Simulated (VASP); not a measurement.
# Sr3CuH2 (P6/mmm) in VASP: notebook, part 2 of 2

VASP 6.6.1. Earlier steps stand in the parts before.

## (4) Relaxation of cell and atoms, PBE

This run uses another cell than the first one, of 25.41 Å³/atom.

The input, INCAR:

```
SYSTEM = Sr3CuH2
PREC     = Accurate       ! precision mode
ENCUT    = 600            ! plane-wave cutoff, eV
EDIFF    = 1E-6           ! SCF threshold, eV
ISMEAR   = 0              ! smearing method
SIGMA    = 0.1            ! smearing width, eV
LREAL    = .FALSE.        ! projectors in reciprocal space
LASPH    = .TRUE.         ! aspherical terms in the spheres
NELM     = 100            ! most SCF steps
ALGO     = Fast           ! electronic algorithm
ISIF     = 3              ! what is computed and relaxed
LWAVE    = .FALSE.        ! write WAVECAR
LCHARG   = .FALSE.        ! write CHGCAR
GGA      = PE             ! functional
IBRION   = 2              ! ionic algorithm
NSW      = 100            ! ionic steps
EDIFFG   = -0.01          ! ionic threshold
```

The input, KPOINTS:

```
Automatic mesh
0
G
  6 6 10
  0 0 0
```

The input, POSCAR:

```
Sr3CuH2
1.0
    7.0133019183      0.0000000000      0.0000000000
   -3.5066509592      6.0736976257      0.0000000000
    0.0000000000      0.0000000000      3.5797391159
Sr Cu H
3 1 2
Direct
    0.5000000000      0.0000000000      0.0000000000
    0.0000000000      0.5000000000      0.0000000000
    0.5000000000      0.5000000000      0.0000000000
    0.0000000000      0.0000000000      0.0000000000
    0.3333333333      0.6666666667      0.5000000000
    0.6666666667      0.3333333333      0.5000000000
```

Potentials or basis: VASP PAW PBE potentials, release 64 (Sr_sv, Cu, H).

On the command line:

```bash
cat potpaw_PBE.64/Sr_sv/POTCAR potpaw_PBE.64/Cu/POTCAR potpaw_PBE.64/H/POTCAR > POTCAR
mpirun -np 1 vasp_std > vasp.out
```

OUTCAR:

```text
SYSTEM = Sr3CuH2
   PREC = Accurate
   ENCUT = 600
   EDIFF = 1E-6
   ISMEAR = 0
   LREAL = .FALSE.
   LASPH = .TRUE.
   NELM = 100
   ISIF = 3
   GGA = PE
   IBRION = 2
   NSW = 100
   EDIFFG = -0.01

 ion  position               nearest neighbor table
   1  0.500  0.000  0.000-   5 2.70   6 2.70   5 2.70   6 2.70   4 3.51   4 3.51   2 3.51   2 3.51
                             3 3.51   3 3.51   2 5.01   2 5.01   2 5.01   2 5.01   3 5.01   3 5.01
   2  0.000  0.500  0.000-   5 2.70   6 2.70   5 2.70   6 2.70   3 3.51   3 3.51   1 3.51   1 3.51
                             4 3.51   4 3.51   3 5.01   3 5.01   3 5.01   3 5.01   1 5.01   1 5.01
   3  0.500  0.500  0.000-   5 2.70   6 2.70   5 2.70   6 2.70   2 3.51   2 3.51   4 3.51   4 3.51
                             1 3.51   1 3.51   2 5.01   2 5.01   2 5.01   2 5.01   1 5.01   1 5.01
   4  0.000  0.000  0.000-   1 3.51   1 3.51   3 3.51   3 3.51   2 3.51   2 3.51
[... 366 lines left out ...]

 E-fermi :   2.4436     XC(G=0):  -8.4056

 val. band max:        2.4234172906   @ k =   0.1667  -0.0000   0.2000
 cond. band min:       2.4473698325   @ k =   0.1667  -0.0000   0.2000
 fundamental gap:      0.0239525419
 Fermi energy:         2.4435936262

 k-point     1 :       0.0000    0.0000    0.0000
  band No.  band energies     occupation
      1     -34.0631      2.00000
      2     -33.9841      2.00000
      3     -33.9841      2.00000
      4     -16.6269      2.00000
      5     -16.1897      2.00000
      6     -16.1897      2.00000
[... 661 lines left out ...]
     24       3.4650      0.00000
     25       3.8186      0.00000

 [... further k-points ...]

------------------------ aborting loop because EDIFF is reached ----------------------------------------

  FORCE on cell =-STRESS in cart. coord.  units (eV):
  Direction    XX          YY          ZZ          XY          YZ          ZX
  --------------------------------------------------------------------------------------
  -------------------------------------------------------------------------------------
  Total       -0.0327422     -0.0327422     -0.0038797      0.0000000     -0.0000000     -0.0000000
  in kB       -0.3392608     -0.3392608     -0.0402004      0.0000000     -0.0000000     -0.0000000
  external PRESSURE =      -0.2395740 kB  Pullay stress =       0.0000000 kB
[... 21 lines left out ...]
  FREE ENERGIE OF THE ION-ELECTRON SYSTEM (eV)
  ---------------------------------------------------
  free  energy   TOTEN  =       -14.4948207611 eV

  energy  without entropy=      -14.4815418249  energy(sigma->0) =      -14.48818129

 reached required accuracy - stopping structural energy minimisation
```

CONTCAR:

```text
Sr3CuH2
   1.00000000000000
     7.0652579399357869   -0.0000000000004277    0.0000000000000000
    -3.5326289700186342    6.1186928603173154   -0.0000000000000000
     0.0000000000000000   -0.0000000000000000    3.5768239817852394
  Sr              Cu              H
     3     1     2
Direct
     0.5000000000000000    0.0000000000000000    0.0000000000000000
     0.0000000000000000    0.5000000000000000    0.0000000000000000
     0.5000000000000000    0.5000000000000000    0.0000000000000000
     0.0000000000000000    0.0000000000000000    0.0000000000000000
     0.3333333332999970    0.6666666667000030    0.5000000000000000
     0.6666666667000030    0.3333333332999970    0.5000000000000000

  0.00000000E+00  0.00000000E+00  0.00000000E+00
  0.00000000E+00  0.00000000E+00  0.00000000E+00
  0.00000000E+00  0.00000000E+00  0.00000000E+00
  0.00000000E+00  0.00000000E+00  0.00000000E+00
  0.00000000E+00  0.00000000E+00  0.00000000E+00
  0.00000000E+00  0.00000000E+00  0.00000000E+00
```

Wall time 15 min (1 thread of Oxide Virtual Turin-like, shared host); peak memory 0.42 GiB.

Results:

| Item | Value |
| --- | --- |
| Free energy | -14.4948 eV |
| Relaxed volume | 25.77 Å³/atom |
| Relaxed cell | a = 7.065 Å, b = 7.065 Å, c = 3.577 Å, α = 90.00°, β = 90.00°, γ = 120.00° |
| Space group after relaxing (to 0.1 Å) | P6/mmm (No. 191) |
| Energy gained by relaxing | 0.5 meV/atom |
| Ionic steps | 5 |
| Pressure after relaxing | 0.0 GPa |
| Band gap on the k mesh | zero (an odd number of electrons rules out a gap without spin polarisation) |

Step by step:
```csv
step,energy change (eV),largest force (eV/Å),pressure (GPa),volume (Å³)
1,0.0000,0.0000,0.31,152.48
2,-0.0026,0.0000,0.14,153.57
3,-0.0032,0.0000,0.06,154.14
4,-0.0028,0.0000,-0.05,155.28
5,-0.0033,0.0000,-0.02,154.63
```

Final structure:
```xyz
6
Lattice="7.0653 0.0000 0.0000 -3.5326 6.1187 0.0000 0.0000 0.0000 3.5768" Properties=species:S:1:pos:R:3 pbc="T T T"
Sr    3.5326    0.0000    0.0000
Sr   -1.7663    3.0593    0.0000
Sr    1.7663    3.0593    0.0000
Cu    0.0000    0.0000    0.0000
H     0.0000    4.0791    1.7884
H     3.5326    2.0396    1.7884
```

Levels at points of the mesh, in eV from the Fermi level:
```csv
k point,band 20,band 21,band 22,band 23,band 24,band 25
"(0.00, 0.00, 0.00)",-1.68,-0.44,-0.44,0.29,0.65,0.65
"(0.50, 0.00, 0.00)",-1.68,-0.87,-0.70,0.75,0.80,1.12
"(0.00, 0.00, 0.50)",-1.27,-0.50,0.21,0.21,1.26,1.31
"(0.50, 0.00, 0.50)",-0.58,-0.48,-0.44,0.89,1.17,1.48
```

## (5) The runs side by side

```tsv
task	cell	k mesh	cutoff (eV)	gap on the mesh (eV)	pressure (GPa)	relaxed volume (Å³/atom)
single point	a = 7.050, b = 7.050, c = 3.571 Å, angles 90.0, 90.0, 120.0°, 6 atoms	6 × 6 × 10	520	none	0.1	-
relaxation of cell and atoms	relaxed from a = 6.956, b = 6.956, c = 3.567 Å, angles 90.0, 90.0, 120.0°, 6 atoms	3 × 3 × 6	600	none	0.0	25.53
relaxation of cell and atoms	relaxed from a = 7.013, b = 7.013, c = 3.580 Å, angles 90.0, 90.0, 120.0°, 6 atoms	6 × 6 × 10	600	none	0.0	25.77
```

Alike in all rows: level PBE; potentials or basis VASP PAW PBE potentials, release 64 (Sr_sv, Cu, H); no spin polarisation; smearing gaussian 0.1 eV.

Total energies depend on the potentials used, so only differences within one code and one set of settings carry meaning.

The gap in the log of VASP goes by the Fermi energy; the results here count the filled bands.